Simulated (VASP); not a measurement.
# GaN (F-43m) in VASP: further runs

Runs on GaN. Level: PBE. Tasks: single point.

Program: VASP 6.6.1. These are calculated values, not measurements. Logs are shortened: lines on timing, memory, paths and dates and some standing lists are left out, and cuts for length are marked.

### 1 The cell of the first run

It takes space group F-43m (No. 216, cubic). Conventional cell: a = 4.548 Å, b = 4.548 Å, c = 4.548 Å, α = 90.00°, β = 90.00°, γ = 90.00°. Within 2.6 Å of Ga (site symmetry -43m) lie 4 N at 1.97 Å. N (site symmetry -43m) has 4 Ga at 1.97 Å within 2.6 Å.

### 2 Single point, PBE

File INCAR:

```
SYSTEM = GaN
PREC = Accurate ; ENCUT = 520
EDIFF = 1E-7 ; ISMEAR = 0
SIGMA = 0.05 ; LREAL = .FALSE.
LASPH = .TRUE. ; NELM = 60
ALGO = Normal ; ISIF = 2
LWAVE = .FALSE. ; LCHARG = .TRUE.
GGA = PE ; LELF = .TRUE.
LVHAR = .TRUE. ; NBANDS = 46
```

File KPOINTS:

```
regular mesh
0
G
  6 6 6
  0 0 0
```

File POSCAR:

```
GaN
1.0
    4.5484769880      0.0000000000      0.0000000000
    0.0000000000     -4.5484769880      0.0000000000
    0.0000000000      0.0000000000     -4.5484769880
Ga N
4 4
Direct
    0.0000000000      0.0000000000      0.0000000000
    0.5000000000      0.5000000000      0.0000000000
    0.5000000000      0.0000000000      0.5000000000
    0.0000000000      0.5000000000      0.5000000000
    0.7500000000      0.7500000000      0.7500000000
    0.2500000000      0.2500000000      0.7500000000
    0.2500000000      0.7500000000      0.2500000000
    0.7500000000      0.2500000000      0.2500000000
```

Potentials or basis: VASP PAW PBE potentials, release 64 (Ga_d, N).

Run with:

```bash
> cat potpaw_PBE.64/Ga_d/POTCAR potpaw_PBE.64/N/POTCAR > POTCAR
> mpirun -np 1 vasp_std > vasp.out
```

OUTCAR:

```text
SYSTEM = GaN
   PREC = Accurate
   ENCUT = 520
   EDIFF = 1E-7
   ISMEAR = 0
   LREAL = .FALSE.
   LASPH = .TRUE.
   NELM = 60
   ISIF = 2
   GGA = PE

 ion  position               nearest neighbor table
   1  0.000  0.000  0.000-   5 1.97   6 1.97   7 1.97   8 1.97
   2  0.500  0.500  0.000-   5 1.97   6 1.97   7 1.97   8 1.97
   3  0.500  0.000  0.500-   5 1.97   6 1.97   7 1.97   8 1.97
   4  0.000  0.500  0.500-   5 1.97   6 1.97   7 1.97   8 1.97
   5  0.750  0.750  0.750-   1 1.97   2 1.97   3 1.97   4 1.97
   6  0.250  0.250  0.750-   1 1.97   2 1.97   3 1.97   4 1.97
   7  0.250  0.750  0.250-   1 1.97   2 1.97   3 1.97   4 1.97
   8  0.750  0.250  0.250-   1 1.97   2 1.97   3 1.97   4 1.97

  LATTYP: Found a simple cubic cell.
 ALAT       =     4.5484769880

  Lattice vectors:

 A1 = (   4.5484769880,   0.0000000000,   0.0000000000)
 A2 = (   0.0000000000,  -4.5484769880,   0.0000000000)
 A3 = (   0.0000000000,   0.0000000000,  -4.5484769880)

Analysis of symmetry for initial positions (statically):
=====================================================================
 Subroutine PRICEL returns following result:

  LATTYP: Found a face centered cubic cell.
 ALAT       =     4.5484769880

  Lattice vectors:

 A1 = (   2.2742384940,   2.2742384940,   0.0000000000)
 A2 = (   2.2742384940,   0.0000000000,  -2.2742384940)
 A3 = (   0.0000000000,   2.2742384940,  -2.2742384940)

   4 primitive cells build up your supercell.

 Routine SETGRP: Setting up the symmetry group for a
 simple cubic supercell.

 Subroutine GETGRP returns: Found 24 space group operations
 (whereof 24 operations were pure point group operations)
 out of a pool of 48 trial point group operations.

The static configuration has the point symmetry T_d .

Analysis of symmetry for dynamics (positions and initial velocities):
=====================================================================
 Subroutine PRICEL returns following result:

  LATTYP: Found a face centered cubic cell.
 ALAT       =     4.5484769880

  Lattice vectors:

 A1 = (   2.2742384940,   2.2742384940,   0.0000000000)
 A2 = (   2.2742384940,   0.0000000000,  -2.2742384940)
 A3 = (   0.0000000000,   2.2742384940,  -2.2742384940)

   4 primitive cells build up your supercell.

 Routine SETGRP: Setting up the symmetry group for a
 simple cubic supercell.

 Subroutine GETGRP returns: Found 24 space group operations
 (whereof 24 operations were pure point group operations)
 out of a pool of 48 trial point group operations.

The dynamic configuration has the point symmetry T_d .

 Subroutine INISYM returns: Found 24 space group operations
 (whereof 24 operations are pure point group operations),
 and found     4 'primitive' translations

----------------------------------------------------------------------------------------

                                     Primitive cell

  volume of cell :      23.5255

  direct lattice vectors                    reciprocal lattice vectors
     2.274238494  2.274238494  0.000000000     0.219853811  0.219853811  0.219853811
     2.274238494  0.000000000 -2.274238494     0.219853811 -0.219853811 -0.219853811
     0.000000000  2.274238494 -2.274238494    -0.219853811  0.219853811 -0.219853811

  length of vectors
     3.216258922  3.216258922  3.216258922     0.380797971  0.380797971  0.380797971

  position of ions in fractional coordinates (direct lattice)
     0.000000000  0.000000000  0.000000000
     0.250000000  0.250000000  0.250000000

  ion indices of the primitive-cell ions
   primitive index   ion index
                 1           1
                 2           5

----------------------------------------------------------------------------------------

 KPOINTS: regular mesh

Automatic generation of k-mesh.
 Grid dimensions read from file:
 generate k-points for:    6    6    6

 Generating k-lattice:

  Cartesian coordinates                     Fractional coordinates (reciprocal lattice)
     0.036642302  0.000000000  0.000000000     0.166666667  0.000000000  0.000000000
     0.000000000 -0.036642302  0.000000000     0.000000000  0.166666667  0.000000000
     0.000000000  0.000000000 -0.036642302     0.000000000  0.000000000  0.166666667

  Length of vectors
     0.036642302  0.036642302  0.036642302

  Shift w.r.t. Gamma in fractional coordinates (k-lattice)
     0.000000000  0.000000000  0.000000000

 Subroutine IBZKPT returns following result:
 ===========================================

 Found     20 irreducible k-points:

 Following reciprocal coordinates:
            Coordinates               Weight
  0.000000  0.000000  0.000000      1.000000
  0.166667  0.000000  0.000000      6.000000
  0.333333  0.000000  0.000000      6.000000
  0.500000  0.000000  0.000000      3.000000
  0.166667  0.166667  0.000000     12.000000
  0.333333  0.166667  0.000000     24.000000
[... 12 lines left out ...]
  0.500000  0.500000  0.333333      6.000000
  0.500000  0.500000  0.500000      1.000000
   k-points           NKPTS =     20   k-points in BZ     NKDIM =     20   number of bands    NBANDS=     46
   number of dos      NEDOS =    301   number of ions     NIONS =      8
   total plane-waves  NPLWV =  46656
   dimension x,y,z NGX =    36 NGY =   36 NGZ =   36
   dimension x,y,z NGXF=    72 NGYF=   72 NGZF=   72
   ions per type =               4   4
   NGX,Y,Z   is equivalent  to a cutoff of  13.16, 13.16, 13.16 a.u.
   NGXF,Y,Z  is equivalent  to a cutoff of  26.32, 26.32, 26.32 a.u.
 SYSTEM =  GaN
   PREC   = accura    normal or accurate (medium, high low for compatibility)
   ISTART =      0    job   : 0-new  1-cont  2-samecut
   ICHARG =      2    charge: 1-file 2-atom 10-const
   ISPIN  =      1    spin polarized calculation?
   LNONCOLLINEAR =      F non collinear calculations
   LSORBIT =      F    spin-orbit coupling
   LASPH  =      T    aspherical Exc in radial PAW
   ENCUT  =  520.0 eV  38.22 Ry    6.18 a.u.   8.46  8.46  8.46*2*pi/ulx,y,z
   NELM   =     60;   NELMIN=  2; NELMDL= -5     # of ELM steps
   EDIFF  = 0.1E-06   stopping-criterion for ELM
   LREAL  =      F    real-space projection
   EDIFFG = 0.1E-05   stopping-criterion for IOM
   NSW    =      0    number of steps for IOM
   IBRION =     -1    ionic relax: 0-MD 1-quasi-New 2-CG
   NFREE  =      0    steps in history (QN), initial steepest desc. (CG)
   ISIF   =      2    stress and relaxation
   ISYM   =      2    0-nonsym 1-usesym 2-fastsym
   POTIM  = 0.5000    time-step for ionic-motion
   TEBEG  =    0.0;   TEEND  =   0.0 temperature during run
   PSTRESS=    0.0 pullay stress
   NELECT =      72.0000    total number of electrons
   NUPDOWN=      -1.0000    fix difference up-down
   EMIN   =  10.00;   EMAX   =-10.00  energy-range for DOS
   EFERMI =   0.00;   METHOD = LEGACY
   ISMEAR =     0;   SIGMA  =   0.05  broadening in eV -4-tet -1-fermi 0-gaus
   EFERMI_NEDOS =   21; number of points for ismear=-14 and -15
   IALGO  =     38    algorithm
   IMIX   =      4    mixing-type and parameters
     AMIX     =   0.40;   BMIX     =  1.00
     AMIX_MAG =   1.60;   BMIX_MAG =  1.00
  volume/ion in A,a.u.               =      11.76        79.38
  Fermi-wavevector in a.u.,A,eV,Ry     =   1.497337  2.829557 30.504523  2.242019
  Thomas-Fermi vector in A             =   2.609238
   LORBIT       =      0    0 simple, 1 ext, 2 COOP (PROOUT), +10 PAW based schemes
   GGA     = PE    functional components
   LHFCALC =     F    Hartree Fock is set to
   AEXX    =    0.0000 exact exchange contribution
   IVDW    =     0    specifies the selected vdW correction
   LEPSILON=     F    determine dielectric tensor
   LRPA    =     F    only Hartree local field effects (RPA)
 non-spin polarized calculation
 Gauss-broadening in eV      SIGMA  =   0.05
  energy-cutoff  :      520.00
  volume of cell :       94.10
 maximum number of plane-waves:      2560
 NGX is ok and might be reduce to    36

 number of electron      72.0000091 magnetization

 Free energy of the ion-electron system (eV)
  ---------------------------------------------------
  ext. energy  EPLUGINS =         0.00000000
  ---------------------------------------------------
  free energy    TOTEN  =       -48.61466254 eV

  energy without entropy =      -48.61466254  energy(sigma->0) =      -48.61466254

 E-fermi :   5.2066     XC(G=0): -11.5206

 val. band max:        4.9864308575   @ k =   0.0000   0.0000   0.0000
 cond. band min:       6.5338018943   @ k =   0.0000   0.0000   0.0000
 fundamental gap:      1.5473710368
 Fermi energy:         5.2066028979

 k-point     1 :       0.0000    0.0000    0.0000
  band No.  band energies     occupation
      1     -10.7160      2.00000
      2      -9.7518      2.00000
      3      -9.7518      2.00000
      4      -9.7518      2.00000
      5      -8.4359      2.00000
      6      -8.4359      2.00000
[... 38 lines left out ...]
     45      15.1167      0.00000
     46      15.1167      0.00000

 k-point     2 :       0.1667    0.0000    0.0000
  band No.  band energies     occupation
      1     -10.6192      2.00000
      2      -9.7760      2.00000
      3      -9.7509      2.00000
      4      -9.7509      2.00000
      5      -8.4193      2.00000
      6      -8.4193      2.00000
[... 38 lines left out ...]
     45      15.3394      0.00000
     46      15.3394      0.00000

 k-point     3 :       0.3333    0.0000    0.0000
  band No.  band energies     occupation
      1     -10.3669      2.00000
      2      -9.8696      2.00000
      3      -9.7492      2.00000
      4      -9.7492      2.00000
      5      -8.3723      2.00000
      6      -8.3723      2.00000
[... 822 lines left out ...]
     45      15.1469      0.00000
     46      15.1470      0.00000

 k-point    20 :       0.5000    0.5000    0.5000
  band No.  band energies     occupation
      1      -9.8993      2.00000
      2      -9.8993      2.00000
      3      -9.8993      2.00000
      4      -9.8993      2.00000
      5      -8.3554      2.00000
      6      -8.3554      2.00000
[... 38 lines left out ...]
     45      15.2095      0.00000
     46      15.2095      0.00000

------------------------ aborting loop because EDIFF is reached ----------------------------------------

  FORCE on cell =-STRESS in cart. coord.  units (eV):
  Direction    XX          YY          ZZ          XY          YZ          ZX
  --------------------------------------------------------------------------------------
  -------------------------------------------------------------------------------------
  Total        0.1129390      0.1129390      0.1129390      0.0000000      0.0000000      0.0000000
  in kB        1.9228997      1.9228997      1.9228997      0.0000000      0.0000000      0.0000000
  external PRESSURE =       1.9228997 kB  Pullay stress =       0.0000000 kB

 VOLUME and BASIS-vectors are now :
 -----------------------------------------------------------------------------
  energy-cutoff  :      520.00
  volume of cell :       94.10
      direct lattice vectors                 reciprocal lattice vectors
     4.548476988  0.000000000  0.000000000     0.219853811  0.000000000  0.000000000
     0.000000000 -4.548476988  0.000000000     0.000000000 -0.219853811  0.000000000
     0.000000000  0.000000000 -4.548476988     0.000000000  0.000000000 -0.219853811

 POSITION                                       TOTAL-FORCE (eV/Angst)
 -----------------------------------------------------------------------------------
      0.00000      0.00000      0.00000        -0.000000      0.000000      0.000000
      2.27424     -2.27424      0.00000        -0.000000      0.000000      0.000000
      2.27424      0.00000     -2.27424         0.000000      0.000000      0.000000
      0.00000     -2.27424     -2.27424        -0.000000     -0.000000      0.000000
      3.41136     -3.41136     -3.41136         0.000000     -0.000000     -0.000000
      1.13712     -1.13712     -3.41136         0.000000      0.000000     -0.000000
      1.13712     -3.41136     -1.13712         0.000000     -0.000000     -0.000000
      3.41136     -1.13712     -1.13712         0.000000      0.000000     -0.000000
 -----------------------------------------------------------------------------------
    total drift:                                0.000000     -0.000000     -0.000000

  FREE ENERGIE OF THE ION-ELECTRON SYSTEM (eV)
  ---------------------------------------------------
  free  energy   TOTEN  =       -48.6146625418 eV

  energy  without entropy=      -48.6146625418  energy(sigma->0) =      -48.61466254
```

Run time: 3.1 min. Hardware: 1 thread of AMD EPYC 7R13, shared host; peak memory 0.2 GiB.

Results:

```
Free energy            : -48.6147 eV
Pressure               : 0.2 GPa
Band gap on the k mesh : 1.55 eV
```

As with any semilocal functional, this PBE gap is likely too small.

### 3 Single point, PBE

This run uses another cell than the first one: it holds 16 atoms, not 8.

File INCAR:

```
SYSTEM = GaN
PREC = Accurate ; ENCUT = 520
EDIFF = 1E-7 ; ISMEAR = 0
SIGMA = 0.05 ; LREAL = Auto
LASPH = .True. ; NELM = 100
ALGO = Normal ; ISIF = 2
LWAVE = .False. ; LCHARG = .False.
GGA = PE ; NBANDS = 86
```

File KPOINTS:

```
Automatic mesh
0
Gamma
  4 4 4
  0 0 0
```

File POSCAR:

```
GaN
1.0
   -4.5484769878     -4.5484769878      0.0000000000
    0.0000000000     -4.5484769878      4.5484769878
   -4.5484769878      0.0000000000      4.5484769878
Ga N
8 8
Direct
    0.5000000000      0.5000000000      0.0000000000
    0.0000000000      0.5000000000      0.0000000000
    0.5000000000      0.0000000000      0.0000000000
    0.0000000000      0.0000000000      0.0000000000
    0.5000000000      0.5000000000      0.5000000000
    0.0000000000      0.5000000000      0.5000000000
    0.5000000000      0.0000000000      0.5000000000
    0.0000000000      0.0000000000      0.5000000000
    0.3750000000      0.3750000000      0.3750000000
    0.8750000000      0.3750000000      0.3750000000
    0.3750000000      0.8750000000      0.3750000000
    0.8750000000      0.8750000000      0.3750000000
    0.3750000000      0.3750000000      0.8750000000
    0.8750000000      0.3750000000      0.8750000000
    0.3750000000      0.8750000000      0.8750000000
    0.8750000000      0.8750000000      0.8750000000
```

Potentials or basis: VASP PAW PBE potentials, release 64 (Ga_d, N).

Run with:

```bash
> cat potpaw_PBE.64/Ga_d/POTCAR potpaw_PBE.64/N/POTCAR > POTCAR
> mpirun -np 1 vasp_std > vasp.out
```

It took 4.4 min on 1 thread of Intel Xeon Platinum 8375C at 2.90GHz (Ice Lake), shared host; peak memory 0.37 GiB.

It converged, with:

- Free energy: -97.2300 eV
- Pressure: 0.1 GPa
- Band gap on the k mesh: 1.55 eV

Levels at points of the mesh, in eV from the valence-band top:
```
           k point  band 69  band 70  band 71  band 72  band 73  band 74  band 75  band 76
(0.00, 0.00, 0.00)    -0.93     0.00     0.00     0.00     1.55     3.34     3.34     3.34
(0.50, 0.00, 0.00)    -0.50    -0.50    -0.50    -0.50     3.89     3.89     5.31     5.31
(0.50, 0.50, 0.00)    -0.99    -0.99    -0.99    -0.99     4.47     4.47     6.17     6.17
```

As with any semilocal functional, this PBE gap is likely too small.

### 4 Single point, PBE

This run uses another cell than the first one: it holds 6 atoms, not 8.

File INCAR:

```
PREC     = Accurate       # precision mode
ENCUT    = 520            # plane-wave cutoff, eV
EDIFF    = 1E-6           # SCF threshold, eV
ISMEAR   = 0              # smearing method
SIGMA    = 0.05           # smearing width, eV
LREAL    = False          # projectors in reciprocal space
LASPH    = True           # aspherical terms in the spheres
NELM     = 60             # most SCF steps
ALGO     = Normal         # electronic algorithm
ISIF     = 2              # what is computed and relaxed
LWAVE    = False          # write WAVECAR
LCHARG   = False          # write CHGCAR
GGA      = PE             # functional
NBANDS   = 36             # bands
```

File KPOINTS:

```
regular mesh
0
Gamma
  10 10 4
```

File POSCAR:

```
GaN
1.0
    2.2742384928     -2.2742384928      0.0000000000
    2.2742384928      0.0000000000     -2.2742384928
    4.5484769855      4.5484769855      4.5484769855
Ga N
3 3
Direct
    1.0000000000      0.0000000000      0.0000000000
    0.3333333333      0.3333333333      0.6666666667
    0.6666666667      0.6666666667      0.3333333333
    0.6666666667      0.6666666667      0.0833333333
    1.0000000000      0.0000000000      0.7500000000
    0.3333333333      0.3333333333      0.4166666667
```

Run with:

```bash
> cat potpaw_PBE.64/Ga_d/POTCAR potpaw_PBE.64/N/POTCAR > POTCAR
> mpirun -np 1 vasp_std > vasp.out
```

It took 4.9 min on 1 thread of AMD EPYC 7R13, shared host; peak memory 0.2 GiB.

The run converged. Its results:

* Free energy: -36.4608 eV
* Pressure: 0.1 GPa
* Band gap on the k mesh: 1.55 eV

Levels at points of the mesh, in eV from the valence-band top:
```tsv
k point	band 24	band 25	band 26	band 27	band 28	band 29	band 30	band 31
(0.00, 0.00, 0.00)	-0.73	0.00	0.00	0.00	1.55	4.28	4.28	8.49
(0.50, 0.00, 0.00)	-2.21	-2.21	-1.41	-1.41	3.34	5.56	5.56	6.50
(0.00, 0.00, 0.50)	-0.26	-0.26	-0.26	-0.26	3.17	3.17	4.45	8.59
(0.50, 0.00, 0.50)	-2.24	-2.24	-0.93	-0.93	4.45	4.47	4.47	7.22
```

### 5 Single point, PBE

This run uses another cell than the first one, of the same volume but with other edges.

File INCAR:

```
SYSTEM = GaN
ALGO = Normal
EDIFF = 1E-6
ENCUT = 520
GGA = PE
ISIF = 2
ISMEAR = 0
LASPH = .True.
LCHARG = .True.
LELF = .True.
LREAL = .False.
LVHAR = .True.
LWAVE = .False.
NBANDS = 46
NELM = 100
PREC = Accurate
SIGMA = 0.05
```

File KPOINTS:

```
k-points
0
Gamma
  8 8 3
  0 0 0
```

File POSCAR:

```
GaN
1.0
   -2.2742384928     -2.2742384928      0.0000000000
    2.2742384928     -2.2742384928      0.0000000000
    0.0000000000      0.0000000000      9.0969539710
Ga N
4 4
Direct
    0.5000000000      0.5000000000      0.2500000000
    0.0000000000      0.0000000000      0.5000000000
    0.5000000000      0.5000000000      0.7500000000
    0.0000000000      0.0000000000      0.0000000000
    0.5000000000      0.0000000000      0.3750000000
    0.0000000000      0.5000000000      0.6250000000
    0.5000000000      0.0000000000      0.8750000000
    0.0000000000      0.5000000000      0.1250000000
```

Run with:

```bash
> cat potpaw_PBE.64/Ga_d/POTCAR potpaw_PBE.64/N/POTCAR > POTCAR
> mpirun -np 1 vasp_std > vasp.out
```

It took 5.2 min on 1 thread of AMD EPYC 7R13, shared host; peak memory 0.21 GiB.

Results (log left out):

| Property | Result |
| --- | --- |
| Free energy | -48.6140 eV |
| Pressure | 0.1 GPa |
| Band gap on the k mesh | 1.55 eV |

Levels at points of the mesh, in eV from the valence-band top:
| k point | band 32 | band 33 | band 34 | band 35 | band 36 | band 37 | band 38 | band 39 | band 40 | band 41 |
| --- | --- | --- | --- | --- | --- | --- | --- | --- | --- | --- |
| (0.00, 0.00, 0.00) | -1.43 | -1.43 | 0.00 | 0.00 | 0.00 | 1.55 | 3.34 | 4.47 | 4.47 | 6.50 |
| (0.50, 0.00, 0.00) | -0.99 | -0.93 | -0.93 | -0.93 | -0.93 | 4.45 | 4.45 | 6.24 | 6.24 | 7.43 |
| (0.50, 0.50, 0.00) | -3.50 | -2.61 | -2.61 | -2.61 | -2.61 | 3.34 | 3.34 | 6.17 | 6.17 | 6.50 |

[end of part 1 of 2]
